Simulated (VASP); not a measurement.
A run of VASP 6.6.1 is set up as follows.

The input INCAR:

```
SYSTEM = Cs
PREC = Accurate
ENCUT = 500
EDIFF = 1E-6
ISMEAR = 1
SIGMA = 0.15
LREAL = .False.
LASPH = .True.
NELM = 120
ALGO = Normal
ISIF = 2
LWAVE = .False.
LCHARG = .False.
GGA = PS
IVDW = 12
NBANDS = 10
GGA_COMPAT = .False.
```

KPOINTS

```
regular mesh
0
Gamma
  7 7 7
  0 0 0
```

File POSCAR:

```
Cs
1.0
   -2.5744500456      2.5744500456      3.7441005957
    2.5744500456     -2.5744500456      3.7441005957
    2.5744500456      2.5744500456     -3.7441005957
Cs
1
Direct
    0.0000000000      0.0000000000      0.0000000000
```

Potentials or basis: VASP PAW PBE potentials, release 64 (Cs_sv).

The run is started by

```sh
$ cat potpaw_PBE.64/Cs_sv/POTCAR > POTCAR
$ mpirun -np 1 vasp_std > vasp.out
```

Estimate the pressure.

0.0 GPa.

What does it give for the dispersion energy per atom?

-0.131 eV.

What does it give for the band gap on the k mesh?

Zero (an odd number of electrons rules out a gap without spin polarisation).

Caveat: the PAW data sets were made with another functional, which shifts forces and pressure a little; spin-orbit coupling is left out, which moves the levels of the heavy elements.
